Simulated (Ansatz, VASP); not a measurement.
# Two plane-wave programs on SiSn2Ge3

```
CELL_PARAMETERS angstrom
5.46304 0.00000 0.00000
-2.73152 4.73113 0.00000
0.00000 0.00000 5.54558
ATOMIC_POSITIONS crystal
Si 0.00000 0.00000 0.00000
Sn 0.66667 0.33333 0.00000
Sn 0.33333 0.66667 0.00000
Ge 0.00000 0.50000 0.50000
Ge 0.50000 0.00000 0.50000
Ge 0.50000 0.50000 0.50000
```

Change from the starting cell: species swapped into the YbB2Ru3 type (P6/mmm, No. 191).

Alike in both runs: functional PBE; k mesh 12 × 12 × 8; occupations gaussian, width 0.1 eV; no spin polarisation.

Ansatz relaxed the structure, and its values are those at the end. VASP's run is a single point on that final structure, the one shown.

|  | VASP | Ansatz |
| --- | --- | --- |
| version | VASP 6.6.1 | Ansatz 0.2.0 |
| potentials or method | VASP PAW PBE potentials, release 64 (Si, Sn_d, Ge_d), cutoff 520 eV | scalar-relativistic, plane waves, PAW |
| valence electrons in the cell | 74 | 74 |

|  | VASP | Ansatz | Ansatz less VASP |
| --- | --- | --- | --- |
| gap on the k mesh at the Fermi level (eV) | none | none | - |
| pressure (GPa) | 0.0 | 0.0 | +0.01 |

A gap of «none» marks a metal or a gap that the smearing closes.
